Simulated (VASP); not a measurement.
Write the native input for VASP 6.6.1 that does the following.

```
Task                   : single point
Functional             : r2SCAN
Potentials or basis    : VASP PAW PBE potentials, release 64 (Sn_d)
Cutoff                 : 520 eV
k mesh                 : 4 × 4 × 4
Occupations            : gaussian, width 0.1 eV
Spin                   : no spin polarisation
Dipole correction      : no
Further INCAR settings : ALGO = Normal; EDIFF = 1e-06; NBANDS = 36
```

Crystal: Sn.

```
CELL_PARAMETERS angstrom
2.06701 -6.55698 0.00000
2.06701 6.55698 0.00000
0.00000 0.00000 5.47040
ATOMIC_POSITIONS crystal
Sn 0.09800 0.90200 0.91000
Sn 0.59800 0.40200 0.59000
Sn 0.90200 0.09800 0.09000
Sn 0.40200 0.59800 0.41000
```

The input as run:

POSCAR

```
Sn
1.0
    2.0670106638     -6.5569824684      0.0000000000
    2.0670106638      6.5569824684      0.0000000000
    0.0000000000      0.0000000000      5.4703968022
Sn
4
Direct
    0.0980000000      0.9020000000      0.9100000000
    0.5980000000      0.4020000000      0.5900000000
    0.9020000000      0.0980000000      0.0900000000
    0.4020000000      0.5980000000      0.4100000000
```

INCAR.step1

```
SYSTEM = Sn
ALGO     = Normal         ! electronic algorithm
EDIFF    = 1E-4           ! SCF threshold, eV
ENCUT    = 520            ! plane-wave cutoff, eV
GGA      = PE             ! functional
ISMEAR   = 0              ! smearing method
LASPH    = .True.         ! aspherical terms in the spheres
LCHARG   = .False.        ! write CHGCAR
LREAL    = .False.        ! projectors in reciprocal space
LWAVE    = .True.         ! write WAVECAR
NBANDS   = 36             ! bands
NELM     = 60             ! most SCF steps
PREC     = Accurate       ! precision mode
SIGMA    = 0.1            ! smearing width, eV
```

INCAR.step2

```
SYSTEM = Sn
ALGO     = Normal         ! electronic algorithm
EDIFF    = 1E-6           ! SCF threshold, eV
ENCUT    = 520            ! plane-wave cutoff, eV
ISIF     = 2              ! what is computed and relaxed
ISMEAR   = 0              ! smearing method
ISTART   = 1            
LASPH    = .True.         ! aspherical terms in the spheres
LCHARG   = .False.        ! write CHGCAR
LMIXTAU  = .True.       
LREAL    = .False.        ! projectors in reciprocal space
LWAVE    = .False.        ! write WAVECAR
METAGGA  = R2SCAN         ! meta-GGA
NBANDS   = 36             ! bands
NELM     = 60             ! most SCF steps
PREC     = Accurate       ! precision mode
SIGMA    = 0.1            ! smearing width, eV
```

KPOINTS

```
k-points
0
Gamma
  4 4 4
  0 0 0
```

Potentials or basis: VASP PAW PBE potentials, release 64 (Sn_d).

Run with:

```sh
$ cat potpaw_PBE.64/Sn_d/POTCAR > POTCAR
$ cp INCAR.step1 INCAR
$ mpirun -np 1 vasp_std > vasp.out
$ cp INCAR.step2 INCAR
$ mpirun -np 1 vasp_std > vasp.out
```

Results of the run:

```yaml
Pressure: 4.5 GPa
Largest_force: 1.199 eV/Å
Band_gap_on_the_k_mesh: zero (band 28 reaches 5.19 eV, above the bottom of band 29 at 4.06 eV)
```

Caveat: the k points lie up to 0.40 Å⁻¹ apart; the PAW data sets were made with another functional, which shifts forces and pressure a little; spin-orbit coupling is left out, which moves the levels of the heavy elements.

It took 5.2 min on 1 thread of Intel(R) Xeon(R) 6975P-C (Granite Rapids), with other jobs on the host, peak memory 0.41 GiB.
